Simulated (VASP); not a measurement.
# ScAl3N3 (P4/mmm) in VASP: single point with PBE

Aim: the single point of ScAl3N3 with PBE.

Program: VASP 6.6.1. These are calculated values, not measurements. Logs are shortened: lines on timing, memory, paths and dates and some standing lists are left out, and cuts for length are marked.

### 1 The cell of the first run

The structure is tetragonal, space group P4/mmm (No. 123). The conventional cell has a = 3.681 Å, b = 3.681 Å, c = 6.294 Å, α = 90.00°, β = 90.00°, γ = 90.00°. Within 3.4 Å of Sc (site symmetry 4/mmm) lie 4 N at 2.60 Å and 10 Al at 3.15 to 3.22 Å. Within 2.5 Å of Al (site symmetry 4mm) lie 5 N at 1.89 to 2.23 Å. Within 2.4 Å of Al (site symmetry 4/mmm) lie 4 N at 1.84 Å. Within 2.5 Å of N (site symmetry 4/mmm) lie 2 Al at 1.89 Å. N (site symmetry mmm) has 6 Al at 1.84 to 2.23 Å within 2.4 Å.

### 2 Single point, PBE

The input, INCAR:

```
SYSTEM = ScAl3N3
ALGO = Normal
EDIFF = 1E-6
ENCUT = 600
GGA = PE
GGA_COMPAT = .FALSE.
ISIF = 2
ISMEAR = 0
LASPH = .TRUE.
LCHARG = .FALSE.
LREAL = .FALSE.
LWAVE = .FALSE.
NBANDS = 26
NELM = 120
PREC = Accurate
SIGMA = 0.2
```

The input, KPOINTS:

```
k-points
0
G
  4 4 3
  0 0 0
```

The input, POSCAR:

```
ScAl3N3
1.0
    3.6807811546      0.0000000000      0.0000000000
    0.0000000000      3.6807811546      0.0000000000
    0.0000000000      0.0000000000      6.2940902114
Sc Al N
1 3 3
Direct
    0.0000000000      0.0000000000      0.0000000000
    0.5000000000      0.5000000000      0.6993791862
    0.5000000000      0.5000000000      0.3006208138
    0.0000000000      0.0000000000      0.5000000000
    0.5000000000      0.5000000000      0.0000000000
    0.0000000000      0.5000000000      0.5000000000
    0.5000000000      0.0000000000      0.5000000000
```

Potentials or basis: VASP PAW PBE potentials, release 64 (Sc_sv, Al, N).

Command:

```console
$ cat potpaw_PBE.64/Sc_sv/POTCAR potpaw_PBE.64/Al/POTCAR potpaw_PBE.64/N/POTCAR > POTCAR
$ mpirun -np 1 vasp_std > vasp.out
```

OUTCAR:

```text
SYSTEM = ScAl3N3
   EDIFF = 1E-6
   ENCUT = 600
   GGA = PE
   ISIF = 2
   ISMEAR = 0
   LASPH = .TRUE.
   LREAL = .FALSE.
   NELM = 120
   PREC = Accurate

 ion  position               nearest neighbor table
   1  0.000  0.000  0.000-   5 2.60   5 2.60   5 2.60   5 2.60   4 3.15   4 3.15   3 3.22   3 3.22
                             2 3.22   3 3.22   2 3.22   2 3.22   3 3.22   2 3.22
   2  0.500  0.500  0.699-   5 1.89   6 2.23   7 2.23   7 2.23   6 2.23   3 2.51   4 2.89   4 2.89
                             4 2.89   4 2.89   1 3.22   1 3.22   1 3.22   1 3.22
   3  0.500  0.500  0.301-   5 1.89   6 2.23   7 2.23   7 2.23   6 2.23   2 2.51   4 2.89   4 2.89
                             4 2.89   4 2.89   1 3.22   1 3.22   1 3.22   1 3.22
   4  0.000  0.000  0.500-   6 1.84   7 1.84   6 1.84   7 1.84   2 2.89   3 2.89   2 2.89   2 2.89
                             3 2.89   3 2.89   2 2.89   3 2.89   1 3.15   1 3.15
   5  0.500  0.500  0.000-   2 1.89   3 1.89   1 2.60   1 2.60   1 2.60   1 2.60
   6  0.000  0.500  0.500-   4 1.84   4 1.84   2 2.23   3 2.23   2 2.23   3 2.23
   7  0.500  0.000  0.500-   4 1.84   4 1.84   2 2.23   2 2.23   3 2.23   3 2.23

  LATTYP: Found a simple tetragonal cell.
 ALAT       =     3.6807811546
 C/A-ratio  =     1.7099876214

  Lattice vectors:

 A1 = (   3.6807811546,   0.0000000000,   0.0000000000)
 A2 = (   0.0000000000,   3.6807811546,   0.0000000000)
 A3 = (   0.0000000000,   0.0000000000,   6.2940902114)

Analysis of symmetry for initial positions (statically):
=====================================================================
 Subroutine PRICEL returns:
 Original cell was already a primitive cell.

 Routine SETGRP: Setting up the symmetry group for a
 simple tetragonal supercell.

 Subroutine GETGRP returns: Found 16 space group operations
 (whereof 16 operations were pure point group operations)
 out of a pool of 16 trial point group operations.

The static configuration has the point symmetry D_4h.

Analysis of symmetry for dynamics (positions and initial velocities):
=====================================================================
 Subroutine PRICEL returns:
 Original cell was already a primitive cell.

 Routine SETGRP: Setting up the symmetry group for a
 simple tetragonal supercell.

 Subroutine GETGRP returns: Found 16 space group operations
 (whereof 16 operations were pure point group operations)
 out of a pool of 16 trial point group operations.

The dynamic configuration has the point symmetry D_4h.

 Subroutine INISYM returns: Found 16 space group operations
 (whereof 16 operations are pure point group operations),
 and found     1 'primitive' translations

----------------------------------------------------------------------------------------

                                     Primitive cell

  volume of cell :      85.2733

  direct lattice vectors                    reciprocal lattice vectors
     3.680781155  0.000000000  0.000000000     0.271681461  0.000000000  0.000000000
     0.000000000  3.680781155  0.000000000     0.000000000  0.271681461  0.000000000
     0.000000000  0.000000000  6.294090211     0.000000000  0.000000000  0.158879197

  length of vectors
     3.680781155  3.680781155  6.294090211     0.271681461  0.271681461  0.158879197

  position of ions in fractional coordinates (direct lattice)
     0.000000000  0.000000000  0.000000000
     0.500000000  0.500000000  0.699379186
     0.500000000  0.500000000  0.300620814
     0.000000000  0.000000000  0.500000000
     0.500000000  0.500000000  0.000000000
     0.000000000  0.500000000  0.500000000
     0.500000000  0.000000000  0.500000000

  ion indices of the primitive-cell ions
   primitive index   ion index
                 1           1
                 2           2
                 3           3
                 4           4
                 5           5
                 6           6
                 7           7

----------------------------------------------------------------------------------------

 KPOINTS: k-points

Automatic generation of k-mesh.
 Grid dimensions read from file:
 generate k-points for:    4    4    3

 Generating k-lattice:

  Cartesian coordinates                     Fractional coordinates (reciprocal lattice)
     0.067920365  0.000000000  0.000000000     0.250000000  0.000000000  0.000000000
     0.000000000  0.067920365  0.000000000     0.000000000  0.250000000  0.000000000
     0.000000000  0.000000000  0.052959732     0.000000000  0.000000000  0.333333333

  Length of vectors
     0.067920365  0.067920365  0.052959732

  Shift w.r.t. Gamma in fractional coordinates (k-lattice)
     0.000000000  0.000000000  0.000000000

 Subroutine IBZKPT returns following result:
 ===========================================

 Found     12 irreducible k-points:

 Following reciprocal coordinates:
            Coordinates               Weight
  0.000000  0.000000  0.000000      1.000000
  0.250000  0.000000  0.000000      4.000000
  0.500000  0.000000  0.000000      2.000000
  0.250000  0.250000  0.000000      4.000000
  0.500000  0.250000  0.000000      4.000000
  0.500000  0.500000  0.000000      1.000000
  0.000000  0.000000  0.333333      2.000000
  0.250000  0.000000  0.333333      8.000000
  0.500000  0.000000  0.333333      4.000000
  0.250000  0.250000  0.333333      8.000000
  0.500000  0.250000  0.333333      8.000000
  0.500000  0.500000  0.333333      2.000000
   k-points           NKPTS =     12   k-points in BZ     NKDIM =     12   number of bands    NBANDS=     26
   number of dos      NEDOS =    301   number of ions     NIONS =      7
   total plane-waves  NPLWV =  45000
   dimension x,y,z NGX =    30 NGY =   30 NGZ =   50
   dimension x,y,z NGXF=    60 NGYF=   60 NGZF=  100
   ions per type =               1   3   3
   NGX,Y,Z   is equivalent  to a cutoff of  13.55, 13.55, 13.21 a.u.
   NGXF,Y,Z  is equivalent  to a cutoff of  27.10, 27.10, 26.41 a.u.
 SYSTEM =  ScAl3N3
   PREC   = accura    normal or accurate (medium, high low for compatibility)
   ISTART =      0    job   : 0-new  1-cont  2-samecut
   ICHARG =      2    charge: 1-file 2-atom 10-const
   ISPIN  =      1    spin polarized calculation?
   LNONCOLLINEAR =      F non collinear calculations
   LSORBIT =      F    spin-orbit coupling
   LASPH  =      T    aspherical Exc in radial PAW
   ENCUT  =  600.0 eV  44.10 Ry    6.64 a.u.   7.35  7.35 12.57*2*pi/ulx,y,z
   NELM   =    120;   NELMIN=  2; NELMDL= -5     # of ELM steps
   EDIFF  = 0.1E-05   stopping-criterion for ELM
   LREAL  =      F    real-space projection
   EDIFFG = 0.1E-04   stopping-criterion for IOM
   NSW    =      0    number of steps for IOM
   IBRION =     -1    ionic relax: 0-MD 1-quasi-New 2-CG
   NFREE  =      0    steps in history (QN), initial steepest desc. (CG)
   ISIF   =      2    stress and relaxation
   ISYM   =      2    0-nonsym 1-usesym 2-fastsym
   POTIM  = 0.5000    time-step for ionic-motion
   TEBEG  =    0.0;   TEEND  =   0.0 temperature during run
   PSTRESS=    0.0 pullay stress
   NELECT =      35.0000    total number of electrons
   NUPDOWN=      -1.0000    fix difference up-down
   EMIN   =  10.00;   EMAX   =-10.00  energy-range for DOS
   EFERMI =   0.00;   METHOD = LEGACY
   ISMEAR =     0;   SIGMA  =   0.20  broadening in eV -4-tet -1-fermi 0-gaus
   EFERMI_NEDOS =   21; number of points for ismear=-14 and -15
   IALGO  =     38    algorithm
   IMIX   =      4    mixing-type and parameters
     AMIX     =   0.40;   BMIX     =  1.00
     AMIX_MAG =   1.60;   BMIX_MAG =  1.00
  volume/ion in A,a.u.               =      12.18        82.21
  Fermi-wavevector in a.u.,A,eV,Ry     =   1.216634  2.299104 20.139312  1.480198
  Thomas-Fermi vector in A             =   2.351981
   LORBIT       =      0    0 simple, 1 ext, 2 COOP (PROOUT), +10 PAW based schemes
   GGA     = PE    functional components
   LHFCALC =     F    Hartree Fock is set to
   AEXX    =    0.0000 exact exchange contribution
   IVDW    =     0    specifies the selected vdW correction
   LEPSILON=     F    determine dielectric tensor
   LRPA    =     F    only Hartree local field effects (RPA)
 non-spin polarized calculation
 Gauss-broadening in eV      SIGMA  =   0.20
  energy-cutoff  :      600.00
  volume of cell :       85.27
 maximum number of plane-waves:      2889
 NGX is ok and might be reduce to    30
   NGX = 15   NGY = 15   NGZ = 25

 number of electron      35.0000000 magnetization

 Free energy of the ion-electron system (eV)
  ---------------------------------------------------
  ext. energy  EPLUGINS =         0.00000000
  ---------------------------------------------------
  free energy    TOTEN  =       -44.74442190 eV

  energy without entropy =      -44.66825197  energy(sigma->0) =      -44.70633693

 E-fermi :   8.0803     XC(G=0): -10.8676

 val. band max:        8.0265210541   @ k =   0.0000   0.0000   0.3333
 cond. band min:       8.1492095807   @ k =   0.2500   0.2500   0.3333
 fundamental gap:      0.1226885266
 Fermi energy:         8.0803223028

 k-point     1 :       0.0000    0.0000    0.0000
  band No.  band energies     occupation
      1     -42.1994      2.00000
      2     -20.8693      2.00000
      3     -20.8693      2.00000
      4     -20.7131      2.00000
      5     -10.0692      2.00000
      6      -7.4750      2.00000
[... 18 lines left out ...]
     25      12.6482      0.00000
     26      12.6482      0.00000

 k-point     2 :       0.2500    0.0000    0.0000
  band No.  band energies     occupation
      1     -42.1971      2.00000
      2     -20.9086      2.00000
      3     -20.8648      2.00000
      4     -20.7092      2.00000
      5      -9.5919      2.00000
      6      -7.3215      2.00000
[... 18 lines left out ...]
     25      12.6345      0.00000
[... 260 lines left out ...]
     25      12.0443      0.00000
     26      13.4868      0.00000

 k-point    12 :       0.5000    0.5000    0.3333
  band No.  band energies     occupation
      1     -42.1905      2.00000
      2     -20.9293      2.00000
      3     -20.9293      2.00000
      4     -20.6985      2.00000
      5      -7.7126      2.00000
      6      -7.7126      2.00000
[... 18 lines left out ...]
     25      12.4760      0.00000
     26      12.4760      0.00000

------------------------ aborting loop because EDIFF is reached ----------------------------------------

  FORCE on cell =-STRESS in cart. coord.  units (eV):
  Direction    XX          YY          ZZ          XY          YZ          ZX
  --------------------------------------------------------------------------------------
  -------------------------------------------------------------------------------------
  Total       -0.1477106     -0.1477106     -0.3111789      0.0000000      0.0000000      0.0000000
  in kB       -2.7752962     -2.7752962     -5.8466584      0.0000000      0.0000000      0.0000000
  external PRESSURE =      -3.7990836 kB  Pullay stress =       0.0000000 kB

 VOLUME and BASIS-vectors are now :
 -----------------------------------------------------------------------------
  energy-cutoff  :      600.00
  volume of cell :       85.27
      direct lattice vectors                 reciprocal lattice vectors
     3.680781155  0.000000000  0.000000000     0.271681461  0.000000000  0.000000000
     0.000000000  3.680781155  0.000000000     0.000000000  0.271681461  0.000000000
     0.000000000  0.000000000  6.294090211     0.000000000  0.000000000  0.158879197

 POSITION                                       TOTAL-FORCE (eV/Angst)
 -----------------------------------------------------------------------------------
      0.00000      0.00000      0.00000        -0.000000      0.000000      0.000000
      1.84039      1.84039      4.40196         0.000000     -0.000000     -0.017551
      1.84039      1.84039      1.89213        -0.000000     -0.000000      0.017551
      0.00000      0.00000      3.14705        -0.000000      0.000000      0.000000
      1.84039      1.84039      0.00000        -0.000000      0.000000      0.000000
      0.00000      1.84039      3.14705        -0.000000      0.000000      0.000000
      1.84039      0.00000      3.14705        -0.000000      0.000000      0.000000
 -----------------------------------------------------------------------------------
    total drift:                                0.000000      0.000000      0.000000

  FREE ENERGIE OF THE ION-ELECTRON SYSTEM (eV)
  ---------------------------------------------------
  free  energy   TOTEN  =       -44.7444219000 eV

  energy  without entropy=      -44.6682519682  energy(sigma->0) =      -44.70633693
```

Wall time 38 s (1 thread of Intel Xeon Platinum 8259CL at 2.50GHz (Skylake/Cascade Lake), shared host); peak memory 0.21 GiB.

Results:

| Quantity | Value |
| --- | --- |
| Free energy | -44.7444 eV |
| Pressure | -0.4 GPa |
| Largest force | 0.018 eV/Å |

Forces on the atoms (eV/Å):
```
Sc   0.000  0.000  0.000
Al   0.000  0.000 -0.018
Al   0.000  0.000  0.018
Al   0.000  0.000  0.000
N    0.000  0.000  0.000
N    0.000  0.000  0.000
N    0.000  0.000  0.000
```

Stress tensor (GPa, compression positive):
```
-0.28  0.00  0.00
 0.00 -0.28  0.00
 0.00  0.00 -0.58
```

Caveat: the k points lie up to 0.43 Å⁻¹ apart.
